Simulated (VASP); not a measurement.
# Ti (P6/mmm) in VASP: electric field gradients with LDA

Aim: the electric field gradients of Ti with LDA.

All numbers are computed with VASP 6.6.1; they aren't measurements. Logs are shortened: lines on timing, memory, paths and dates and some standing lists are left out, and cuts for length are marked.

**1. The cell of the first run**

The structure is hexagonal, space group P6/mmm (No. 191). Conventional cell: a = 4.600 Å, b = 4.600 Å, c = 2.820 Å, α = 90.00°, β = 90.00°, γ = 120.00°. Within 3.7 Å of Ti (site symmetry 6/mmm) lie 14 Ti at 2.82 to 3.01 Å. Within 3.5 Å of Ti (site symmetry -6m2) lie 11 Ti at 2.66 to 3.01 Å.

This isn't the form of Ti at room conditions, which is hcp.

**2. Electric field gradients, LDA**

Input file INCAR:

```
PREC = Accurate ; ENCUT = 520
EDIFF = 1E-8 ; ISMEAR = 1
SIGMA = 0.15 ; LREAL = F
LASPH = T ; NELM = 60
ALGO = Normal ; ISIF = 2
LWAVE = F ; LCHARG = F
LEFG = T ; NBANDS = 25
```

Input file KPOINTS:

```
regular mesh
0
Gamma
  7 7 9
```

Input file POSCAR:

```
Ti
1.0
    4.6000000000      0.0000000000      0.0000000000
   -2.3000000000      3.9837168600      0.0000000000
    0.0000000000      0.0000000000      2.8200000000
Ti
3
Direct
    0.0000000000      0.0000000000      0.0000000000
    0.3333333300      0.6666666700      0.5000000000
    0.6666666700      0.3333333300      0.5000000000
```

Potentials or basis: VASP PAW LDA potentials, release 64 (Ti_sv).

Launch:

```sh
$ cat potpaw_LDA.64/Ti_sv/POTCAR > POTCAR
$ mpirun -np 1 vasp_std > vasp.out
```

OUTCAR:

```text
PREC = Accurate
   ENCUT = 520
   EDIFF = 1E-8
   ISMEAR = 1
   LREAL = F
   LASPH = T
   NELM = 60
   ISIF = 2

 ion  position               nearest neighbor table
   1  0.000  0.000  0.000-
   2  0.333  0.667  0.500-   3 2.66   3 2.66   3 2.66
   3  0.667  0.333  0.500-   2 2.66   2 2.66   2 2.66

  LATTYP: Found a hexagonal cell.
 ALAT       =     4.6000000000
 C/A-ratio  =     0.6130434783

  Lattice vectors:

 A1 = (   4.6000000000,   0.0000000000,   0.0000000000)
 A2 = (  -2.3000000000,   3.9837168600,   0.0000000000)
 A3 = (   0.0000000000,   0.0000000000,   2.8200000000)

Analysis of symmetry for initial positions (statically):
=====================================================================
 Subroutine PRICEL returns:
 Original cell was already a primitive cell.

 Routine SETGRP: Setting up the symmetry group for a
 hexagonal supercell.

 Subroutine GETGRP returns: Found 24 space group operations
 (whereof 24 operations were pure point group operations)
 out of a pool of 24 trial point group operations.

The static configuration has the point symmetry D_6h.

Analysis of symmetry for dynamics (positions and initial velocities):
=====================================================================
 Subroutine PRICEL returns:
 Original cell was already a primitive cell.

 Routine SETGRP: Setting up the symmetry group for a
 hexagonal supercell.

 Subroutine GETGRP returns: Found 24 space group operations
 (whereof 24 operations were pure point group operations)
 out of a pool of 24 trial point group operations.

The dynamic configuration has the point symmetry D_6h.

 Subroutine INISYM returns: Found 24 space group operations
 (whereof 24 operations are pure point group operations),
 and found     1 'primitive' translations

----------------------------------------------------------------------------------------

                                     Primitive cell

  volume of cell :      51.6768

  direct lattice vectors                    reciprocal lattice vectors
     4.600000000  0.000000000  0.000000000     0.217391304  0.125510928  0.000000000
    -2.300000000  3.983716860  0.000000000     0.000000000  0.251021856  0.000000000
     0.000000000  0.000000000  2.820000000     0.000000000  0.000000000  0.354609929

  length of vectors
     4.600000000  4.600000002  2.820000000     0.251021856  0.251021856  0.354609929

  position of ions in fractional coordinates (direct lattice)
     0.000000000  0.000000000  0.000000000
     0.333333330  0.666666670  0.500000000
     0.666666670  0.333333330  0.500000000

  ion indices of the primitive-cell ions
   primitive index   ion index
                 1           1
                 2           2
                 3           3

----------------------------------------------------------------------------------------

 KPOINTS: regular mesh

Automatic generation of k-mesh.
 Grid dimensions read from file:
 generate k-points for:    7    7    9

 Generating k-lattice:

  Cartesian coordinates                     Fractional coordinates (reciprocal lattice)
     0.031055901  0.017930133  0.000000000     0.142857143  0.000000000  0.000000000
     0.000000000  0.035860265  0.000000000     0.000000000  0.142857143  0.000000000
     0.000000000  0.000000000  0.039401103     0.000000000  0.000000000  0.111111111

  Length of vectors
     0.035860265  0.035860265  0.039401103

  Shift w.r.t. Gamma in fractional coordinates (k-lattice)
     0.000000000  0.000000000  0.000000000

 Subroutine IBZKPT returns following result:
 ===========================================

 Found     40 irreducible k-points:

 Following reciprocal coordinates:
            Coordinates               Weight
  0.000000  0.000000  0.000000      1.000000
  0.142857 -0.000000  0.000000      6.000000
  0.285714 -0.000000  0.000000      6.000000
  0.428571 -0.000000  0.000000      6.000000
  0.142857  0.142857  0.000000      6.000000
  0.285714  0.142857  0.000000     12.000000
[... 16 lines left out ...]
  0.428571  0.142857  0.222222     12.000000
  0.285714  0.285714  0.222222     12.000000
 [... further k-points ...]
   k-points           NKPTS =     40   k-points in BZ     NKDIM =     40   number of bands    NBANDS=     25
   number of dos      NEDOS =    301   number of ions     NIONS =      3
   total plane-waves  NPLWV =  31104
   dimension x,y,z NGX =    36 NGY =   36 NGZ =   24
   dimension x,y,z NGXF=    72 NGYF=   72 NGZF=   48
   ions per type =               3
   NGX,Y,Z   is equivalent  to a cutoff of  13.01, 13.01, 14.15 a.u.
   NGXF,Y,Z  is equivalent  to a cutoff of  26.02, 26.02, 28.30 a.u.
 SYSTEM =  unknown system
   PREC   = accura    normal or accurate (medium, high low for compatibility)
   ISTART =      0    job   : 0-new  1-cont  2-samecut
   ICHARG =      2    charge: 1-file 2-atom 10-const
   ISPIN  =      1    spin polarized calculation?
   LNONCOLLINEAR =      F non collinear calculations
   LSORBIT =      F    spin-orbit coupling
   LASPH  =      T    aspherical Exc in radial PAW
   ENCUT  =  520.0 eV  38.22 Ry    6.18 a.u.   8.55  8.55  5.24*2*pi/ulx,y,z
   NELM   =     60;   NELMIN=  2; NELMDL= -5     # of ELM steps
   EDIFF  = 0.1E-07   stopping-criterion for ELM
   LREAL  =      F    real-space projection
   EDIFFG = 0.1E-06   stopping-criterion for IOM
   NSW    =      0    number of steps for IOM
   IBRION =     -1    ionic relax: 0-MD 1-quasi-New 2-CG
   NFREE  =      0    steps in history (QN), initial steepest desc. (CG)
   ISIF   =      2    stress and relaxation
   ISYM   =      2    0-nonsym 1-usesym 2-fastsym
   POTIM  = 0.5000    time-step for ionic-motion
   TEBEG  =    0.0;   TEEND  =   0.0 temperature during run
   PSTRESS=    0.0 pullay stress
   NELECT =      36.0000    total number of electrons
   NUPDOWN=      -1.0000    fix difference up-down
   EMIN   =  10.00;   EMAX   =-10.00  energy-range for DOS
   EFERMI =   0.00;   METHOD = LEGACY
   ISMEAR =     1;   SIGMA  =   0.15  broadening in eV -4-tet -1-fermi 0-gaus
   EFERMI_NEDOS =   21; number of points for ismear=-14 and -15
   IALGO  =     38    algorithm
   IMIX   =      4    mixing-type and parameters
     AMIX     =   0.40;   BMIX     =  1.00
     AMIX_MAG =   1.60;   BMIX_MAG =  1.00
  volume/ion in A,a.u.               =      17.23       116.24
  Fermi-wavevector in a.u.,A,eV,Ry     =   1.451255  2.742475 28.655807  2.106142
  Thomas-Fermi vector in A             =   2.568774
   LORBIT       =      0    0 simple, 1 ext, 2 COOP (PROOUT), +10 PAW based schemes
   GGA     = CA    functional components
   LHFCALC =     F    Hartree Fock is set to
   AEXX    =    0.0000 exact exchange contribution
   IVDW    =     0    specifies the selected vdW correction
   LEPSILON=     F    determine dielectric tensor
   LRPA    =     F    only Hartree local field effects (RPA)
 non-spin polarized calculation
 Methfessel and Paxton  Order N= 1 SIGMA  =   0.15
  energy-cutoff  :      520.00
  volume of cell :       51.68
 maximum number of plane-waves:      1414
 NGX is ok and might be reduce to    36
   NGX = 17   NGY = 17   NGZ = 11

 number of electron      35.9999981 magnetization

 Free energy of the ion-electron system (eV)
  ---------------------------------------------------
  ext. energy  EPLUGINS =         0.00000000
  ---------------------------------------------------
  free energy    TOTEN  =       -25.59071333 eV

  energy without entropy =      -25.59389431  energy(sigma->0) =      -25.59177366

 E-fermi :   8.0555     XC(G=0): -11.8239

 val. band max:        8.0542557003   @ k =   0.4286   0.1429   0.3333
 cond. band min:       8.0609829141   @ k =   0.2857   0.1429   0.0000
 fundamental gap:      0.0067272138
 Fermi energy:         8.0555110286

 k-point     1 :       0.0000    0.0000    0.0000
  band No.  band energies     occupation
      1     -48.1373      2.00000
      2     -47.8708      2.00000
      3     -47.7078      2.00000
      4     -24.8397      2.00000
      5     -24.8397      2.00000
      6     -24.7148      2.00000
[... 17 lines left out ...]
     24       9.8839     -0.00000
     25       9.9777     -0.00000
[... 621 lines left out ...]
      3     -47.7562      2.00000
      4     -24.8554      2.00000
      5     -24.8384      2.00000
      6     -24.7733      2.00000
[... 17 lines left out ...]
     24      10.5746     -0.00000
     25      10.6175     -0.00000

 [... further k-points ...]

------------------------ aborting loop because EDIFF is reached ----------------------------------------

  FORCE on cell =-STRESS in cart. coord.  units (eV):
  Direction    XX          YY          ZZ          XY          YZ          ZX
  --------------------------------------------------------------------------------------
  -------------------------------------------------------------------------------------
  Total       -3.1850553     -3.1850553     -2.5520031      0.0000000      0.0000000      0.0000000
  in kB      -98.7488748    -98.7488749    -79.1218397      0.0000000      0.0000000      0.0000000
  external PRESSURE =     -92.2065298 kB  Pullay stress =       0.0000000 kB

 VOLUME and BASIS-vectors are now :
 -----------------------------------------------------------------------------
  energy-cutoff  :      520.00
  volume of cell :       51.68
      direct lattice vectors                 reciprocal lattice vectors
     4.600000000  0.000000000  0.000000000     0.217391304  0.125510928  0.000000000
    -2.300000000  3.983716860  0.000000000     0.000000000  0.251021856  0.000000000
     0.000000000  0.000000000  2.820000000     0.000000000  0.000000000  0.354609929

 POSITION                                       TOTAL-FORCE (eV/Angst)
 -----------------------------------------------------------------------------------
      0.00000      0.00000      0.00000         0.000000      0.000000      0.000000
     -0.00000      2.65581      1.41000        -0.000000     -0.000000      0.000000
      2.30000      1.32791      1.41000         0.000000      0.000000      0.000000
 -----------------------------------------------------------------------------------
    total drift:                               -0.000000      0.000000      0.000000

  FREE ENERGIE OF THE ION-ELECTRON SYSTEM (eV)
  ---------------------------------------------------
  free  energy   TOTEN  =       -25.5907133288 eV

  energy  without entropy=      -25.5938943088  energy(sigma->0) =      -25.59177366

 Electric field gradients (V/A^2)
---------------------------------------------------------------------
 ion       V_xx      V_yy      V_zz      V_xy      V_xz      V_yz
---------------------------------------------------------------------
   1       8.738     8.737   -17.475    -0.001    -0.000     0.000
   2       5.814     5.813   -11.627    -0.001    -0.000    -0.000
   3       5.814     5.813   -11.627    -0.001    -0.000    -0.000
---------------------------------------------------------------------

 Electric field gradients after diagonalization (V/A^2)
 (convention: |V_zz| > |V_xx| > |V_yy|)
----------------------------------------------------------------------
 ion       V_xx      V_yy      V_zz     asymmetry (V_yy - V_xx)/ V_zz
----------------------------------------------------------------------
   1       8.739     8.736   -17.475       0.000
   2       5.815     5.812   -11.627       0.000
   3       5.815     5.812   -11.627       0.000
----------------------------------------------------------------------

           NMR quadrupolar parameters

 Cq : quadrupolar parameter    Cq=e*Q*V_zz/h
 eta: asymmetry parameters     (V_yy - V_xx)/ V_zz
 Q  : nuclear electric quadrupole moment in mb (millibarn)
----------------------------------------------------------------------
 ion       Cq(MHz)       eta       Q (mb)
----------------------------------------------------------------------
   1      -0.042       0.000       1.000
   2      -0.028       0.000       1.000
   3      -0.028       0.000       1.000
----------------------------------------------------------------------
```

It took 55 s on 1 thread of Intel Xeon 8259CL, shared host; peak memory 0.17 GiB.

What came out:

- Free energy: -25.5907 eV
- Pressure: -9.2 GPa
- Band gap on the k mesh: zero (bands 18 and 19 overlap by 0.23 eV)
- Largest electric field gradient by atom: Ti -17.5, -11.6 (each value once) V/Å²

Electric field gradients, principal values (V/Å²):
| atom | least | middle | greatest (by size) |
| --- | --- | --- | --- |
| 1 Ti | 8.736 | 8.739 | -17.475 |
| 2 Ti | 5.812 | 5.815 | -11.627 |
| 3 Ti | 5.812 | 5.815 | -11.627 |

Caveat: the cell stands under tension; without QUAD_EFG the Cq values of the log hold for a quadrupole moment of 1 mb, not for the nuclei.
